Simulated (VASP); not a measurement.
Write the native input for VASP 6.6.1 that does the following.

```yaml
Task: single point
Functional: PBEsol
Potentials_or_basis: VASP PAW PBE potentials, release 64 (Nb_sv, B)
Cutoff: 520 eV
k_mesh: 18 × 18 × 14
Occupations: gaussian, width 0.1 eV
Spin: no spin polarisation
Dipole_correction: no
Further_INCAR_settings: ALGO = Normal; EDIFF = 1e-07; NBANDS = 16
```

The structure of NbB2 lies in POSCAR:

```
NbB2
1.0
    3.1506648036      0.0000000000      0.0000000000
   -1.5753324018      2.7285557588      0.0000000000
    0.0000000000      0.0000000000      3.3656446774
Nb B
1 2
Direct
    0.0000000000      0.0000000000      0.0000000000
    0.3333333333      0.6666666667      0.5000000000
    0.6666666667      0.3333333333      0.5000000000
```

This cell differs from its parent crystal: volume scaled by 1.06, then relaxed in part.

These files were run (other wordings do the same):

INCAR

```
SYSTEM = NbB2
PREC = Accurate ; ENCUT = 520
EDIFF = 1E-7 ; ISMEAR = 0
SIGMA = 0.1 ; LREAL = .False.
LASPH = .True. ; NELM = 80
ALGO = Normal ; ISIF = 2
LWAVE = .False. ; LCHARG = .False.
GGA = PS ; NBANDS = 16
```

KPOINTS

```
regular mesh
0
Gamma
  18 18 14
  0 0 0
```

Potentials or basis: VASP PAW PBE potentials, release 64 (Nb_sv, B).

Command:

```bash
$ cat potpaw_PBE.64/Nb_sv/POTCAR potpaw_PBE.64/B/POTCAR > POTCAR
$ mpirun -np 1 vasp_std > vasp.out
```

Results of the run:

```
Pressure : -15.8 GPa
```

Caveat: the PAW data sets were made with another functional, which shifts forces and pressure a little.

Wall time 40 s on 1 thread of Intel(R) Xeon(R) 6975P-C (Granite Rapids) (shared host), peak memory 0.25 GiB.
